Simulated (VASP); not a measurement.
## KF: electric field gradients with PBE

Crystal: KF.

```
CELL_PARAMETERS angstrom
-0.05347 2.67350 2.67350
2.67350 -0.05347 2.67350
2.62003 2.62003 0.00000
ATOMIC_POSITIONS crystal
K 0.00000 0.00000 0.00000
F 0.50000 0.50000 0.50000
```

This cell differs from its parent crystal: xy shear strain of -4 %.

```
Program                : VASP 6.6.1
Task                   : electric field gradients
Functional             : PBE
Potentials or basis    : VASP PAW PBE potentials, release 64 (K_sv, F)
Cutoff                 : 520 eV
k mesh                 : 9 × 9 × 9
Occupations            : fermi-dirac, width 0.01 eV
Spin                   : no spin polarisation
Dipole correction      : no
Further INCAR settings : ALGO = Normal; EDIFF = 1e-08; NBANDS = 15
```

```json
{
 "Pressure": "1.3 GPa",
 "Band gap on the k mesh": "6.13 eV",
 "Largest electric field gradient by atom": "K +4.1; F -1.3 V/Å²"
}
```

Stress tensor (GPa, compression positive):
```
1.36 0.52 0.00
0.52 1.36 0.00
0.00 0.00 1.33
```

Levels at points of the mesh, in eV from the valence-band top:
| k point | band 5 | band 6 | band 7 | band 8 | band 9 | band 10 | band 11 | band 12 |
| --- | --- | --- | --- | --- | --- | --- | --- | --- |
| (0.00, 0.00, 0.00) | -9.41 | -0.04 | -0.02 | 0.00 | 6.13 | 10.45 | 10.64 | 10.85 |

Electric field gradients, principal values (V/Å²):
| atom | least | middle | greatest (by size) |
| --- | --- | --- | --- |
| 1 K | -0.140 | -3.970 | 4.110 |
| 2 F | 0.060 | 1.245 | -1.306 |

Wall time 33 s on 1 thread of AMD EPYC 9R45 96-Core Processor (Zen 5), on a shared host, peak memory 0.17 GiB.

Caveat: the cell differs from its parent crystal (xy shear strain of -4 %); without QUAD_EFG the Cq values of the log hold for a quadrupole moment of 1 mb, not for the nuclei. A k mesh can miss the band edges.
